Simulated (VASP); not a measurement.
Here is a VASP 6.6.1 calculation.

Contents of INCAR:

```
SYSTEM = ZnS
ALGO     = Normal         ! electronic algorithm
EDIFF    = 1E-8           ! SCF threshold, eV
ENCUT    = 520            ! plane-wave cutoff, eV
GGA      = CA             ! functional
IBRION   = 8              ! ionic algorithm
ISIF     = 2              ! what is computed and relaxed
ISMEAR   = 0              ! smearing method
LASPH    = .TRUE.         ! aspherical terms in the spheres
LCHARG   = .TRUE.         ! write CHGCAR
LEPSILON = .TRUE.         ! dielectric tensor by DFPT
LREAL    = .FALSE.        ! projectors in reciprocal space
LWAVE    = .FALSE.        ! write WAVECAR
NELM     = 100            ! most SCF steps
NSW      = 1              ! ionic steps
PREC     = Accurate       ! precision mode
SIGMA    = 0.01           ! smearing width, eV
```

Contents of KPOINTS:

```
k-points
0
G
  10 10 10
  0 0 0
```

The input POSCAR:

```
ZnS
1.0
    0.0000000000      2.6483981521      2.6483981521
    2.6483981521      0.0000000000      2.6483981521
    2.6483981521      2.6483981521      0.0000000000
Zn S
1 1
Direct
    0.2500000000      0.2500000000      0.2500000000
    0.0000000000      0.0000000000      0.0000000000
```

Potentials or basis: VASP PAW LDA potentials, release 64 (Zn, S).

Command:

```console
$ cat potpaw_LDA.64/Zn/POTCAR potpaw_LDA.64/S/POTCAR > POTCAR
$ mpirun -np 1 vasp_std > vasp.out
```

(1) Estimate the electronic dielectric tensor (diagonal).

(2) Estimate the Born charges (mean of the diagonal).

(3) What does it give for the highest phonon frequency at Γ, LO-TO splitting left out?

Answers

(1) 6.15.

(2) Zn +1.91; S -1.91 e.

(3) 293 cm⁻¹.
